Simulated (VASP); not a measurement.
# Al12Si in VASP: relaxation of the atoms with PBE

Aim: the relaxation of the atoms of Al12Si with PBE.

Program: VASP 6.6.1. These are calculated values, not measurements. Logs are shortened: lines on timing, memory, paths and dates and some standing lists are left out, and cuts for length are marked.

### Step 1. The cell of the first run

The cell holds a slab with vacuum, 13 atoms: a = 5.714 Å, b = 5.714 Å, c = 19.675 Å, α = 90.00°, β = 90.00°, γ = 90.00°.

### Step 2. Relaxation of the atoms, PBE

INCAR

```
SYSTEM = Al12Si
ALGO = Normal
DIPOL = 0.5 0.5 0.326
EDIFF = 1E-6
EDIFFG = -0.025
ENCUT = 520
GGA = PE
IBRION = 2
IDIPOL = 3
ISIF = 2
ISMEAR = 0
KPAR = 4
LASPH = .TRUE.
LCHARG = .FALSE.
LDIPOL = .TRUE.
LREAL = .FALSE.
LWAVE = .FALSE.
NELM = 80
NSW = 36
PREC = Accurate
SIGMA = 0.1
```

KPOINTS

```
k-points
0
G
  5 5 1
  0 0 0
```

POSCAR

```
Al12Si
1.0
    5.7143028096      0.0000000000      0.0000000000
    0.0000000000      5.7143028096      0.0000000000
    0.0000000000      0.0000000000     19.6750228547
Al Si
12 1
Selective dynamics
Direct
    0.2500000000      0.2500000000      0.2033034487  F F F
    0.2500000000      0.7500000000      0.2033034487  F F F
    0.7500000000      0.2500000000      0.2033034487  F F F
    0.7500000000      0.7500000000      0.2033034487  F F F
    0.0000000000      0.0000000000      0.3092772455  F F F
    0.0000000000      0.5000000000      0.3092772455  F F F
    0.5000000000      0.0000000000      0.3092772455  F F F
    0.5000000000      0.5000000000      0.3092772455  F F F
    0.2500000000      0.2500000000      0.4155025849  F F F
    0.2500000000      0.7500000000      0.4155025849  F F F
    0.7500000000      0.2500000000      0.4155025849  F F F
    0.7500000000      0.7500000000      0.4155025849  F F F
    0.3333333333      0.4166666667      0.5219068237  F F T
```

Potentials or basis: VASP PAW PBE potentials, release 64 (Al, Si).

The run is started by

```console
> cat potpaw_PBE.64/Al/POTCAR potpaw_PBE.64/Si/POTCAR > POTCAR
> mpirun -np 4 vasp_std > vasp.out
```

OUTCAR:

```text
SYSTEM = Al12Si
   EDIFF = 1E-6
   EDIFFG = -0.025
   ENCUT = 520
   GGA = PE
   IBRION = 2
   ISIF = 2
   ISMEAR = 0
   LASPH = .TRUE.
   LREAL = .FALSE.
   NELM = 80
   NSW = 36
   PREC = Accurate

 ion  position               nearest neighbor table
   1  0.250  0.250  0.203-   2 2.86   3 2.86   2 2.86   3 2.86   7 2.90   8 2.90   5 2.90   6 2.90

   2  0.250  0.750  0.203-   1 2.86   4 2.86   1 2.86   4 2.86   7 2.90   8 2.90   5 2.90   6 2.90

   3  0.750  0.250  0.203-   1 2.86   4 2.86   4 2.86   1 2.86   7 2.90   8 2.90   5 2.90   6 2.90
[... 4 lines left out ...]
                            11 2.91  12 2.91   9 2.91  10 2.91
   6  0.000  0.500  0.309-   5 2.86   8 2.86   5 2.86   8 2.86   1 2.90   2 2.90   3 2.90   4 2.90
                            11 2.91  12 2.91   9 2.91  10 2.91
   7  0.500  0.000  0.309-   5 2.86   8 2.86   8 2.86   5 2.86   1 2.90   2 2.90   3 2.90   4 2.90
                            11 2.91  12 2.91   9 2.91  10 2.91
   8  0.500  0.500  0.309-   6 2.86   7 2.86   7 2.86   6 2.86   1 2.90   2 2.90   3 2.90   4 2.90
                            11 2.91  12 2.91   9 2.91  10 2.91
   9  0.250  0.250  0.416-  13 2.35  11 2.86  10 2.86  10 2.86  11 2.86   6 2.91   7 2.91   8 2.91
                             5 2.91
  10  0.250  0.750  0.416-   9 2.86  12 2.86   9 2.86  12 2.86  13 2.87   6 2.91   7 2.91   8 2.91
                             5 2.91
  11  0.750  0.250  0.416-   9 2.86  12 2.86  12 2.86   9 2.86   5 2.91   6 2.91   7 2.91   8 2.91

  12  0.750  0.750  0.416-  10 2.86  11 2.86  11 2.86  10 2.86   5 2.91   6 2.91   7 2.91   8 2.91

  13  0.333  0.417  0.522-   9 2.35  10 2.87

  LATTYP: Found a simple tetragonal cell.
 ALAT       =     5.7143028096
 C/A-ratio  =     3.4431186989

  Lattice vectors:

 A1 = (   5.7143028096,   0.0000000000,   0.0000000000)
 A2 = (   0.0000000000,   5.7143028096,   0.0000000000)
 A3 = (   0.0000000000,   0.0000000000,  19.6750228547)

Analysis of symmetry for initial positions (statically):
=====================================================================
 Subroutine PRICEL returns:
 Original cell was already a primitive cell.

 Routine SETGRP: Setting up the symmetry group for a
 simple tetragonal supercell.

 Subroutine GETGRP returns: Found  1 space group operations
 (whereof  1 operations were pure point group operations)
 out of a pool of 16 trial point group operations.

The static configuration has the point symmetry C_1 .

Analysis of symmetry for dynamics (positions and initial velocities):
=====================================================================
 Subroutine PRICEL returns:
 Original cell was already a primitive cell.

 Routine SETGRP: Setting up the symmetry group for a
 simple tetragonal supercell.

 Subroutine GETGRP returns: Found  1 space group operations
 (whereof  1 operations were pure point group operations)
 out of a pool of 16 trial point group operations.

The dynamic configuration has the point symmetry C_1 .

Analysis of constrained symmetry for selective dynamics:
=====================================================================
 Subroutine PRICEL returns:
 Original cell was already a primitive cell.

 Routine SETGRP: Setting up the symmetry group for a
 simple tetragonal supercell.

 Subroutine GETGRP returns: Found  1 space group operations
 (whereof  1 operations were pure point group operations)
 out of a pool of 16 trial point group operations.

The constrained configuration has the point symmetry C_1 .

 Subroutine INISYM returns: Found  1 space group operations
 (whereof  1 operations are pure point group operations),
 and found     1 'primitive' translations

----------------------------------------------------------------------------------------

                                     Primitive cell

  volume of cell :     642.4536

  direct lattice vectors                    reciprocal lattice vectors
     5.714302810  0.000000000  0.000000000     0.174999476  0.000000000  0.000000000
     0.000000000  5.714302810  0.000000000     0.000000000  0.174999476  0.000000000
     0.000000000  0.000000000 19.675022855     0.000000000  0.000000000  0.050825862

  length of vectors
     5.714302810  5.714302810 19.675022855     0.174999476  0.174999476  0.050825862

  position of ions in fractional coordinates (direct lattice)
     0.250000000  0.250000000  0.203303449
     0.250000000  0.750000000  0.203303449
[... 47 lines left out ...]
     0.000000000  0.000000000  0.000000000

 Subroutine IBZKPT returns following result:
 ===========================================

 Found     13 irreducible k-points:

 Following reciprocal coordinates:
            Coordinates               Weight
  0.000000  0.000000  0.000000      1.000000
  0.200000  0.000000  0.000000      2.000000
  0.000000  0.200000  0.000000      2.000000
  0.400000  0.000000  0.000000      2.000000
  0.000000  0.400000  0.000000      2.000000
  0.200000  0.200000  0.000000      2.000000
 -0.200000  0.200000  0.000000      2.000000
  0.400000  0.200000  0.000000      2.000000
 -0.200000  0.400000  0.000000      2.000000
 -0.400000  0.200000  0.000000      2.000000
  0.200000  0.400000  0.000000      2.000000
  0.400000  0.400000  0.000000      2.000000
 -0.400000  0.400000  0.000000      2.000000
   k-points           NKPTS =     13   k-points in BZ     NKDIM =     13   number of bands    NBANDS=     27
   number of dos      NEDOS =    301   number of ions     NIONS =     13
   total plane-waves  NPLWV = 264600
   dimension x,y,z NGX =    42 NGY =   42 NGZ =  150
   dimension x,y,z NGXF=    84 NGYF=   84 NGZF=  300
   ions per type =              12   1
   NGX,Y,Z   is equivalent  to a cutoff of  12.22, 12.22, 12.67 a.u.
   NGXF,Y,Z  is equivalent  to a cutoff of  24.44, 24.44, 25.35 a.u.
 SYSTEM =  Al12Si
   PREC   = accura    normal or accurate (medium, high low for compatibility)
   ISTART =      0    job   : 0-new  1-cont  2-samecut
   ICHARG =      2    charge: 1-file 2-atom 10-const
   ISPIN  =      1    spin polarized calculation?
   LNONCOLLINEAR =      F non collinear calculations
   LSORBIT =      F    spin-orbit coupling
   LASPH  =      T    aspherical Exc in radial PAW
   ENCUT  =  520.0 eV  38.22 Ry    6.18 a.u.  10.62 10.62 36.58*2*pi/ulx,y,z
   NELM   =     80;   NELMIN=  2; NELMDL= -5     # of ELM steps
   EDIFF  = 0.1E-05   stopping-criterion for ELM
   LREAL  =      F    real-space projection
   EDIFFG = -.3E-01   stopping-criterion for IOM
   NSW    =     36    number of steps for IOM
   IBRION =      2    ionic relax: 0-MD 1-quasi-New 2-CG
   NFREE  =      1    steps in history (QN), initial steepest desc. (CG)
   ISIF   =      2    stress and relaxation
   ISYM   =      2    0-nonsym 1-usesym 2-fastsym
   POTIM  = 0.5000    time-step for ionic-motion
   TEBEG  =    0.0;   TEEND  =   0.0 temperature during run
   PSTRESS=    0.0 pullay stress
   NELECT =      40.0000    total number of electrons
   NUPDOWN=      -1.0000    fix difference up-down
   EMIN   =  10.00;   EMAX   =-10.00  energy-range for DOS
   EFERMI =   0.00;   METHOD = LEGACY
   ISMEAR =     0;   SIGMA  =   0.10  broadening in eV -4-tet -1-fermi 0-gaus
   EFERMI_NEDOS =   21; number of points for ismear=-14 and -15
   IALGO  =     38    algorithm
   IMIX   =      4    mixing-type and parameters
     AMIX     =   0.40;   BMIX     =  1.00
     AMIX_MAG =   1.60;   BMIX_MAG =  1.00
  volume/ion in A,a.u.               =      49.42       333.50
  Fermi-wavevector in a.u.,A,eV,Ry     =   0.648855  1.226158  5.728225  0.421013
  Thomas-Fermi vector in A             =   1.717622
   LORBIT       =      0    0 simple, 1 ext, 2 COOP (PROOUT), +10 PAW based schemes
   GGA     = PE    functional components
   LHFCALC =     F    Hartree Fock is set to
   AEXX    =    0.0000 exact exchange contribution
   IVDW    =     0    specifies the selected vdW correction
   LEPSILON=     F    determine dielectric tensor
   LRPA    =     F    only Hartree local field effects (RPA)
 conjugate gradient relaxation of ions
 non-spin polarized calculation
 Gauss-broadening in eV      SIGMA  =   0.10
  energy-cutoff  :      520.00
  volume of cell :      642.45
 maximum number of plane-waves:     17320
   NGX = 21   NGY = 21   NGZ = 73

 dipolmoment           0.000000      0.000000     -0.058782 electrons x Angstroem

--------------------------------------- Ionic step        1  -------------------------------------------

 number of electron      39.9999999 magnetization

 Free energy of the ion-electron system (eV)
  ---------------------------------------------------
  ext. energy  EPLUGINS =         0.00000000
  ---------------------------------------------------
  free energy    TOTEN  =       -45.32783653 eV

  energy without entropy =      -45.30000899  energy(sigma->0) =      -45.31392276

------------------------ aborting loop because EDIFF is reached ----------------------------------------

  FORCE on cell =-STRESS in cart. coord.  units (eV):
  Direction    XX          YY          ZZ          XY          YZ          ZX
  --------------------------------------------------------------------------------------
  -------------------------------------------------------------------------------------
  Total       -8.6819499     -8.5607410     -0.6329909     -0.0208239      1.4099381      0.9271599
  in kB      -21.6514064    -21.3491305     -1.5785789     -0.0519314      3.5161619      2.3121897
  external PRESSURE =     -14.8597052 kB  Pullay stress =       0.0000000 kB
[... 81 lines left out ...]
--------------------------------------- Ionic step        3  -------------------------------------------

 number of electron      39.9999999 magnetization

 dipolmoment           0.000000      0.000000      0.082927 electrons x Angstroem

 Free energy of the ion-electron system (eV)
  ---------------------------------------------------
  ext. energy  EPLUGINS =         0.00000000
  ---------------------------------------------------
  free energy    TOTEN  =       -45.32942261 eV

  energy without entropy =      -45.30154862  energy(sigma->0) =      -45.31548562

 E-fermi :  -0.3259     XC(G=0):  -4.5680

 val. band max:       -0.3482078179   @ k =  -0.4000   0.4000   0.0000
 cond. band min:      -0.3215380649   @ k =   0.4000   0.0000   0.0000
 fundamental gap:      0.0266697530
 Fermi energy:        -0.3259452234

 k-point     1 :       0.0000    0.0000    0.0000
  band No.  band energies     occupation
      1     -10.5007      2.00000
      2      -8.7351      2.00000
      3      -7.2027      2.00000
      4      -6.0792      2.00000
      5      -6.0399      2.00000
      6      -5.9571      2.00000
[... 379 lines left out ...]
     26       1.4450      0.00000
     27       1.7321      0.00000

------------------------ aborting loop because EDIFF is reached ----------------------------------------

 vacuum level on the upper side and lower side of the slab       (xc-potential included)         0.097        -0.346

  FORCE on cell =-STRESS in cart. coord.  units (eV):
  Direction    XX          YY          ZZ          XY          YZ          ZX
  --------------------------------------------------------------------------------------
  -------------------------------------------------------------------------------------
  Total       -8.6828233     -8.4972495     -0.2783968     -0.0011586      1.5075210      0.9941650
  in kB      -21.6535846    -21.1907928     -0.6942776     -0.0028893      3.7595184      2.4792899
  external PRESSURE =     -14.5128850 kB  Pullay stress =       0.0000000 kB
[... 28 lines left out ...]
  FREE ENERGIE OF THE ION-ELECTRON SYSTEM (eV)
  ---------------------------------------------------
  free  energy   TOTEN  =       -45.3294226133 eV

  energy  without entropy=      -45.3015486187  energy(sigma->0) =      -45.31548562

 reached required accuracy - stopping structural energy minimisation

 vacuum level on the upper side and lower side of the slab         4.431         3.973
```

Wall time 4.7 min (4 MPI ranks of Intel Xeon Platinum 8375C at 2.90GHz (Ice Lake), shared host); peak memory 0.75 GiB.

What came out:

| Quantity | Value |
| --- | --- |
| Free energy | -45.3294 eV |
| Energy gained by relaxing | 0.1 meV/atom |
| Ionic steps | 3 |
| Band gap on the k mesh | zero (bands 20 and 21 overlap by 0.88 eV) |

Step by step:
| step | energy change (eV) | largest force on free atoms (eV/Å) | pressure (GPa) |
| --- | --- | --- | --- |
| 1 | 0.0000 | 0.1634 | -1.49 |
| 2 | -0.0010 | 0.0972 | -1.47 |
| 3 | -0.0016 | 0.0083 | -1.45 |

Final structure:
```
Al Si
1.0
     5.71430    0.00000    0.00000
     0.00000    5.71430    0.00000
     0.00000    0.00000   19.67502
Al Si
12 1
Direct
  0.25000 0.25000 0.20330
  0.25000 0.75000 0.20330
  0.75000 0.25000 0.20330
  0.75000 0.75000 0.20330
  0.00000 0.00000 0.30928
  0.00000 0.50000 0.30928
  0.50000 0.00000 0.30928
  0.50000 0.50000 0.30928
  0.25000 0.25000 0.41550
  0.25000 0.75000 0.41550
  0.75000 0.25000 0.41550
  0.75000 0.75000 0.41550
  0.33333 0.41667 0.52097
```

The gap in the log of VASP goes by the Fermi energy; the results here count the filled bands.